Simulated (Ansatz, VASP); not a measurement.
Mg2Ti2O3: VASP beside Ansatz

```
Mg Ti O
1.0
     2.95282    0.00000    0.00000
    -1.47641    2.55722    0.00000
     0.00000    0.00000   10.15359
Mg Ti O
2 2 3
Direct
  0.33333 0.66667 0.12880
  0.66667 0.33333 0.87120
  0.66667 0.33333 0.39226
  0.33333 0.66667 0.60774
  0.00000 0.00000 0.25606
  0.00000 0.00000 0.74394
  0.00000 0.00000 0.00000
```

Alike in both runs: functional PBE; k mesh 12 × 12 × 4; occupations gaussian, width 0.1 eV; no spin polarisation.

Ansatz relaxed the structure, and its values are those at the end. VASP's run is a single point on that final structure, the one shown.

|  | VASP | Ansatz |
| --- | --- | --- |
| version | VASP 6.6.1 | Ansatz 0.2.0 |
| potentials or method | VASP PAW PBE potentials, release 64 (Mg, Ti_sv, O), cutoff 520 eV | scalar-relativistic, plane waves, PAW |
| valence electrons in the cell | 46 | 62 |

|  | VASP | Ansatz | Ansatz less VASP |
| --- | --- | --- | --- |
| gap on the k mesh at the Fermi level (eV) | none | none | - |
| pressure (GPa) | -0.3 | 0.0 | +0.28 |
| rms of the force components (eV/Å) | 0.016 | 0.002 | -0.0148 |

A gap of «none» marks a metal or a gap that the smearing closes. VASP's potentials hold 46 valence electrons a cell and Ansatz's 62, so a difference there can come from the potentials and not from the codes.
